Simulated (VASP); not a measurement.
# Eu (Im-3m) in VASP: further runs

Eu is run at these levels: PBEsol+U; tasks: single point.

Program: VASP 6.6.1. These are calculated values, not measurements. Logs are shortened: lines on timing, memory, paths and dates and some standing lists are left out, and cuts for length are marked.

## (1) The cell of the first run

It takes space group Im-3m (No. 229, cubic). Conventional cell: a = 4.610 Å, b = 4.610 Å, c = 4.610 Å, α = 90.00°, β = 90.00°, γ = 90.00°. Within 5.2 Å of Eu (site symmetry m-3m) lie 14 Eu at 3.99 to 4.61 Å.

## (2) Single point, PBEsol+U, collinear spin, ferromagnetic start

File INCAR:

```
SYSTEM = Eu
PREC = Accurate
ENCUT = 520
EDIFF = 1E-6
ISMEAR = 0
SIGMA = 0.05
LREAL = .FALSE.
LASPH = .TRUE.
NELM = 150
ALGO = Fast
ISIF = 2
LWAVE = .FALSE.
LCHARG = .FALSE.
ISPIN = 2
MAGMOM = 0.5
LORBIT = 11
LMAXMIX = 6
LDAU = .TRUE.
LDAUTYPE = 2
LDAUL = 3
LDAUU = 5
LDAUJ = 0
LDAUPRINT = 1
GGA = PS
NBANDS = 18
```

File KPOINTS:

```
Automatic mesh
0
G
  4 4 4
  0 0 0
```

File POSCAR:

```
Eu
1.0
   -2.3050001490      2.3050001490      2.3050001490
    2.3050001490     -2.3050001490      2.3050001490
    2.3050001490      2.3050001490     -2.3050001490
Eu
1
Direct
    0.0000000000      0.0000000000      0.0000000000
```

Potentials or basis: VASP PAW PBE potentials, release 64 (Eu).

Launch:

```console
> cat potpaw_PBE.64/Eu/POTCAR > POTCAR
> mpirun -np 1 vasp_std > vasp.out
```

OUTCAR:

```text
SYSTEM = Eu
   PREC = Accurate
   ENCUT = 520
   EDIFF = 1E-6
   ISMEAR = 0
   LREAL = .FALSE.
   LASPH = .TRUE.
   NELM = 150
   ISIF = 2
   ISPIN = 2
   LORBIT = 11
   GGA = PS

 ion  position               nearest neighbor table
   1  0.000  0.000  0.000-

  LATTYP: Found a body centered cubic cell.
 ALAT       =     4.6100002980

  Lattice vectors:

 A1 = (  -2.3050001490,   2.3050001490,   2.3050001490)
 A2 = (   2.3050001490,  -2.3050001490,   2.3050001490)
 A3 = (   2.3050001490,   2.3050001490,  -2.3050001490)

Analysis of symmetry for initial positions (statically):
=====================================================================
 Subroutine PRICEL returns:
 Original cell was already a primitive cell.

 Routine SETGRP: Setting up the symmetry group for a
 body centered cubic supercell.

 Subroutine GETGRP returns: Found 48 space group operations
 (whereof 48 operations were pure point group operations)
 out of a pool of 48 trial point group operations.

The static configuration has the point symmetry O_h .

Analysis of symmetry for dynamics (positions and initial velocities):
=====================================================================
 Subroutine PRICEL returns:
 Original cell was already a primitive cell.

 Routine SETGRP: Setting up the symmetry group for a
 body centered cubic supercell.

 Subroutine GETGRP returns: Found 48 space group operations
 (whereof 48 operations were pure point group operations)
 out of a pool of 48 trial point group operations.

The dynamic configuration has the point symmetry O_h .

Analysis of structural, dynamic, and magnetic symmetry:
=====================================================================
 Subroutine PRICEL returns:
 Original cell was already a primitive cell.

 Routine SETGRP: Setting up the symmetry group for a
 body centered cubic supercell.

 Subroutine GETGRP returns: Found 48 space group operations
 (whereof 48 operations were pure point group operations)
 out of a pool of 48 trial point group operations.

The overall configuration has the point symmetry O_h .

 Subroutine INISYM returns: Found 48 space group operations
 (whereof 48 operations are pure point group operations),
 and found     1 'primitive' translations

----------------------------------------------------------------------------------------

                                     Primitive cell

  volume of cell :      48.9861

  direct lattice vectors                    reciprocal lattice vectors
    -2.305000149  2.305000149  2.305000149     0.000000000  0.216919726  0.216919726
     2.305000149 -2.305000149  2.305000149     0.216919726  0.000000000  0.216919726
     2.305000149  2.305000149 -2.305000149     0.216919726  0.216919726  0.000000000

  length of vectors
     3.992377370  3.992377370  3.992377370     0.306770818  0.306770818  0.306770818

  position of ions in fractional coordinates (direct lattice)
     0.000000000  0.000000000  0.000000000

[... 93 lines left out ...]
 spin polarized calculation
 RMM-DIIS sequential band-by-band and
 Gauss-broadening in eV      SIGMA  =   0.05
  energy-cutoff  :      520.00
  volume of cell :       48.99
 maximum number of plane-waves:      1333
 NGX is ok and might be reduce to    30

atom =   1  type =  1  l = 3

 onsite density matrix

spin component  1

  0.9751 -0.0000  0.0012  0.0000 -0.0000  0.0000  0.0000
 -0.0000  0.9755  0.0000 -0.0000 -0.0000 -0.0000 -0.0000
  0.0012  0.0000  0.9745 -0.0000 -0.0000 -0.0000  0.0000
  0.0000 -0.0000 -0.0000  0.9761  0.0000 -0.0000  0.0000
 -0.0000 -0.0000 -0.0000  0.0000  0.9745 -0.0000 -0.0012
  0.0000 -0.0000 -0.0000 -0.0000 -0.0000  0.9735 -0.0000
  0.0000 -0.0000  0.0000  0.0000 -0.0012 -0.0000  0.9751

spin component  2

  0.0000 -0.0000  0.0000  0.0000  0.0000 -0.0000  0.0000
 -0.0000  0.0001 -0.0000 -0.0000  0.0000 -0.0000  0.0000
  0.0000 -0.0000  0.0000  0.0000  0.0000 -0.0000  0.0000
  0.0000 -0.0000  0.0000  0.0001 -0.0000 -0.0000 -0.0000
  0.0000  0.0000  0.0000 -0.0000  0.0000  0.0000 -0.0000
 -0.0000 -0.0000 -0.0000 -0.0000  0.0000  0.0000 -0.0000
  0.0000  0.0000  0.0000 -0.0000 -0.0000 -0.0000  0.0000

 occupancies and eigenvectors

  o =  0.0000  v =  0.0000  0.0000  0.0000  0.0000  0.0000  0.0000  0.0000 -0.0001  0.0000  0.0002  0.0000 -0.0028  1.0000 -0.0022      0.0000  0.0000  0.0000  0.0000  0.0000  0.0000  0.0000  0.0000  0.0000  0.0000  0.0000  0.0000  0.0000  0.0000
  o =  0.0000  v =  0.0000  0.0000  0.0000  0.0000  0.0000  0.0000  0.0000  0.0005 -0.0000 -0.0006  0.0000  0.7906  0.0035  0.6124      0.0000  0.0000  0.0000  0.0000  0.0000  0.0000  0.0000  0.0000  0.0000  0.0000  0.0000  0.0000  0.0000  0.0000
  o =  0.0000  v =  0.0000  0.0000  0.0000  0.0000  0.0000  0.0000  0.0000  0.6124  0.0000 -0.7906 -0.0000 -0.0006  0.0002 -0.0005      0.0000  0.0000  0.0000  0.0000  0.0000  0.0000  0.0000  0.0000  0.0000  0.0000  0.0000  0.0000  0.0000  0.0000
  o =  0.0001  v =  0.0000  0.0000  0.0000  0.0000  0.0000  0.0000  0.0000 -0.0105 -0.0000 -0.0081  0.0001 -0.6123 -0.0000  0.7905      0.0000  0.0000  0.0000  0.0000  0.0000  0.0000  0.0000  0.0000  0.0000  0.0000  0.0000  0.0000  0.0000  0.0000
  o =  0.0001  v =  0.0000  0.0000  0.0000  0.0000  0.0000  0.0000  0.0000 -0.7905 -0.0000 -0.6123  0.0003  0.0081  0.0000 -0.0105      0.0000  0.0000  0.0000  0.0000  0.0000  0.0000  0.0000  0.0000  0.0000  0.0000  0.0000  0.0000  0.0000  0.0000
  o =  0.0001  v =  0.0000  0.0000  0.0000  0.0000  0.0000  0.0000  0.0000 -0.0003 -0.0000 -0.0002 -1.0000 -0.0001  0.0000  0.0001      0.0000  0.0000  0.0000  0.0000  0.0000  0.0000  0.0000  0.0000  0.0000  0.0000  0.0000  0.0000  0.0000  0.0000
  o =  0.0001  v =  0.0000  0.0000  0.0000  0.0000  0.0000  0.0000  0.0000 -0.0000  1.0000 -0.0000 -0.0000 -0.0000 -0.0000  0.0000      0.0000  0.0000  0.0000  0.0000  0.0000  0.0000  0.0000  0.0000  0.0000  0.0000  0.0000  0.0000  0.0000  0.0000
  o =  0.9735  v = -0.6124  0.0000  0.7906  0.0000  0.0020  0.0001  0.0016  0.0000  0.0000  0.0000  0.0000  0.0000  0.0000  0.0000      0.0000  0.0000  0.0000  0.0000  0.0000  0.0000  0.0000  0.0000  0.0000  0.0000  0.0000  0.0000  0.0000  0.0000
  o =  0.9735  v =  0.0016  0.0000 -0.0020 -0.0000  0.7905 -0.0078  0.6124  0.0000  0.0000  0.0000  0.0000  0.0000  0.0000  0.0000      0.0000  0.0000  0.0000  0.0000  0.0000  0.0000  0.0000  0.0000  0.0000  0.0000  0.0000  0.0000  0.0000  0.0000
  o =  0.9735  v = -0.0001 -0.0000  0.0001 -0.0000 -0.0062 -1.0000 -0.0048  0.0000  0.0000  0.0000  0.0000  0.0000  0.0000  0.0000      0.0000  0.0000  0.0000  0.0000  0.0000  0.0000  0.0000  0.0000  0.0000  0.0000  0.0000  0.0000  0.0000  0.0000
  o =  0.9755  v = -0.0000 -1.0000 -0.0000 -0.0000  0.0000  0.0000 -0.0000  0.0000  0.0000  0.0000  0.0000  0.0000  0.0000  0.0000      0.0000  0.0000  0.0000  0.0000  0.0000  0.0000  0.0000  0.0000  0.0000  0.0000  0.0000  0.0000  0.0000  0.0000
  o =  0.9761  v =  0.7906 -0.0000  0.6124  0.0000  0.0027 -0.0000 -0.0035  0.0000  0.0000  0.0000  0.0000  0.0000  0.0000  0.0000      0.0000  0.0000  0.0000  0.0000  0.0000  0.0000  0.0000  0.0000  0.0000  0.0000  0.0000  0.0000  0.0000  0.0000
  o =  0.9761  v =  0.0035 -0.0000  0.0027  0.0055 -0.6124  0.0000  0.7905  0.0000  0.0000  0.0000  0.0000  0.0000  0.0000  0.0000      0.0000  0.0000  0.0000  0.0000  0.0000  0.0000  0.0000  0.0000  0.0000  0.0000  0.0000  0.0000  0.0000  0.0000
  o =  0.9761  v =  0.0000  0.0000  0.0000 -1.0000 -0.0034  0.0000  0.0044  0.0000  0.0000  0.0000  0.0000  0.0000  0.0000  0.0000      0.0000  0.0000  0.0000  0.0000  0.0000  0.0000  0.0000  0.0000  0.0000  0.0000  0.0000  0.0000  0.0000  0.0000

 number of electron      17.0000007 magnetization       7.3928090

 Free energy of the ion-electron system (eV)
  ---------------------------------------------------
  ext. energy  EPLUGINS =         0.00000000
  ---------------------------------------------------
  free energy    TOTEN  =       -11.02061087 eV

  energy without entropy =      -11.01894933  energy(sigma->0) =      -11.01978010

 E-fermi :   1.5399     XC(G=0):  -8.2992

 val. band max:        1.4595691805   @ k =   0.5000   0.5000   0.5000
 cond. band min:       1.5621988374   @ k =   0.2500   0.2500   0.2500
 fundamental gap:      0.1026296569
 Fermi energy:         1.5399340514

 spin component 1

 k-point     1 :       0.0000    0.0000    0.0000
  band No.  band energies     occupation
      1     -39.6533      1.00000
      2     -18.4320      1.00000
      3     -18.4320      1.00000
      4     -18.4320      1.00000
      5      -2.6474      1.00000
      6      -0.2285      1.00000
[... 144 lines left out ...]
      4     -18.6366      1.00000
      5      -0.2388      1.00000
      6      -0.2000      1.00000
[... 10 lines left out ...]
     17       6.3310      0.00000
     18       6.3441      0.00000
 Fermi energy:         1.5399340514

 spin component 2

 k-point     1 :       0.0000    0.0000    0.0000
  band No.  band energies     occupation
      1     -36.4877      1.00000
      2     -16.0646      1.00000
      3     -16.0646      1.00000
      4     -16.0646      1.00000
      5      -1.9887      1.00000
      6       4.2321      0.00000
[... 145 lines left out ...]
      5       1.4596      0.98849
      6       1.4596      0.98849
[... 10 lines left out ...]
     17       9.7048      0.00000
     18       9.7051      0.00000

------------------------ aborting loop because EDIFF is reached ----------------------------------------

  FORCE on cell =-STRESS in cart. coord.  units (eV):
  Direction    XX          YY          ZZ          XY          YZ          ZX
  --------------------------------------------------------------------------------------
  -------------------------------------------------------------------------------------
  Total       -0.4224647     -0.4224647     -0.4224647      0.0000000     -0.0000000     -0.0000000
  in kB      -13.8174584    -13.8174584    -13.8174584      0.0000000     -0.0000000     -0.0000000
  external PRESSURE =     -13.8174584 kB  Pullay stress =       0.0000000 kB

 VOLUME and BASIS-vectors are now :
 -----------------------------------------------------------------------------
  energy-cutoff  :      520.00
  volume of cell :       48.99
      direct lattice vectors                 reciprocal lattice vectors
    -2.305000149  2.305000149  2.305000149     0.000000000  0.216919726  0.216919726
     2.305000149 -2.305000149  2.305000149     0.216919726  0.000000000  0.216919726
     2.305000149  2.305000149 -2.305000149     0.216919726  0.216919726  0.000000000

 POSITION                                       TOTAL-FORCE (eV/Angst)
 -----------------------------------------------------------------------------------
      0.00000      0.00000      0.00000         0.000000     -0.000000     -0.000000
 -----------------------------------------------------------------------------------
    total drift:                                0.000000     -0.000000      0.000000

  FREE ENERGIE OF THE ION-ELECTRON SYSTEM (eV)
  ---------------------------------------------------
  free  energy   TOTEN  =       -11.0206108678 eV

  energy  without entropy=      -11.0189493325  energy(sigma->0) =      -11.01978010

 total charge

# of ion       s       p       d       f       tot
--------------------------------------------------
    1        2.075   5.713   0.189   6.818  14.795

 magnetization (x)

# of ion       s       p       d       f       tot
--------------------------------------------------
    1       -0.004  -0.090   0.092   6.817   6.815
```

It took 28 s on 1 thread of Intel Xeon 6975P-C (Granite Rapids), shared host; peak memory 0.19 GiB.

Results:

- Free energy: -11.0206 eV
- Pressure: -1.4 GPa
- Net moment: 7.39 μB per cell
- Site moments: Eu +6.82 μB
- Valence electrons inside the program's atomic spheres: Eu 14.79

Eigenvalues of the final occupation matrices:
```tsv
site	spin	trace	eigenvalues
site 1 f	1	6.82	0.97 0.97 0.97 0.98 0.98 0.98 0.98
site 1 f	2	0.00	0.00 0.00 0.00 0.00 0.00 0.00 0.00
```

Caveat: the k points lie up to 0.48 Å⁻¹ apart; the PAW data sets were made with another functional, which shifts forces and pressure a little; spin-orbit coupling is left out, which moves the levels of the heavy elements.

## (3) Single point, PBEsol+U, collinear spin, antiferromagnetic start

This run uses another cell than the first one: it holds 2 atoms, not 1.

File INCAR:

```
PREC     = Accurate       # precision mode
ENCUT    = 520            # plane-wave cutoff, eV
EDIFF    = 1E-6           # SCF threshold, eV
ISMEAR   = 0              # smearing method
SIGMA    = 0.05           # smearing width, eV
LREAL    = False          # projectors in reciprocal space
LASPH    = True           # aspherical terms in the spheres
NELM     = 150            # most SCF steps
ALGO     = Normal         # electronic algorithm
ISIF     = 2              # what is computed and relaxed
LWAVE    = False          # write WAVECAR
LCHARG   = False          # write CHGCAR
ISPIN    = 2              # spin polarisation
MAGMOM   = 7 -7           # initial moments
LORBIT   = 11             # projections on sites
LMAXMIX  = 6              # l up to which the mixer works
LDAU     = True           # DFT+U
LDAUTYPE = 2            
LDAUL    = 3              # shell
LDAUU    = 5              # U, eV
LDAUJ    = 0            
LDAUPRINT= 1            
GGA      = PS             # functional
NBANDS   = 28             # bands
```

File KPOINTS:

```
Automatic mesh
0
Gamma
  4 4 4
```

File POSCAR:

```
Eu
1.0
    0.0000000000      4.6100002980      0.0000000000
    4.6100002980      0.0000000000      0.0000000000
    4.6100002980      4.6100002980     -4.6100002980
Eu
2
Direct
    0.0000000000      0.0000000000      0.0000000000
    0.0000000000      0.0000000000      0.5000000000
```

Potentials or basis: VASP PAW PBE potentials, release 64 (Eu).

Launch:

```console
> cat potpaw_PBE.64/Eu/POTCAR > POTCAR
> mpirun -np 1 vasp_std > vasp.out
```

It took 62 s on 1 thread of Intel Xeon 6975P-C (Granite Rapids), shared host; peak memory 0.34 GiB.

Results (log left out):

* Free energy: -21.9727 eV
* Pressure: -1.5 GPa
* Band gap on the k mesh: zero (filled and empty bands overlap)
* Net moment: 0.00 μB per cell
* Site moments: Eu +6.77, -6.77 μB
* Valence electrons inside the program's atomic spheres: Eu 14.80

Levels at points of the mesh, in eV from the Fermi level:
Spin up:
| k point | band 15 | band 16 | band 17 | band 18 | band 19 | band 20 |
| --- | --- | --- | --- | --- | --- | --- |
| (0.00, 0.00, 0.00) | -1.67 | -1.67 | -0.51 | -0.51 | 2.16 | 2.16 |
| (0.50, 0.00, 0.00) | -1.65 | -1.32 | -1.20 | 0.73 | 0.73 | 0.91 |
| (0.00, 0.00, 0.50) | -1.65 | -1.65 | -1.61 | 0.71 | 1.39 | 1.85 |
| (0.50, 0.50, 0.50) | -1.65 | 0.29 | 0.29 | 0.29 | 0.44 | 0.44 |
Spin down:
```tsv
k point	band 13	band 14	band 15	band 16	band 17	band 18	band 19	band 20	band 21	band 22
(0.00, 0.00, 0.00)	-1.68	-1.67	-1.67	-1.67	-0.51	-0.51	2.16	2.16	2.16	3.81
(0.50, 0.00, 0.00)	-1.67	-1.65	-1.65	-1.32	-1.20	0.73	0.73	0.91	0.91	3.26
(0.00, 0.00, 0.50)	-1.68	-1.68	-1.65	-1.65	-1.61	0.71	1.39	1.85	1.85	2.45
(0.50, 0.50, 0.50)	-1.65	-1.65	-1.65	0.29	0.29	0.29	0.44	0.44	0.44	3.03
```

Eigenvalues of the final occupation matrices:
```tsv
site	spin	trace	eigenvalues
site 1 f	1	6.83	0.97 0.97 0.97 0.98 0.98 0.98 0.98
site 1 f	2	0.00	0.00 0.00 0.00 0.00 0.00 0.00 0.00
site 2 f	1	0.00	0.00 0.00 0.00 0.00 0.00 0.00 0.00
site 2 f	2	6.83	0.97 0.97 0.97 0.98 0.98 0.98 0.98
```

Caveat: the k points lie up to 0.48 Å⁻¹ apart; the PAW data sets were made with another functional, which shifts forces and pressure a little; spin-orbit coupling is left out, which moves the levels of the heavy elements.

(Continued in part 2 of 2.)
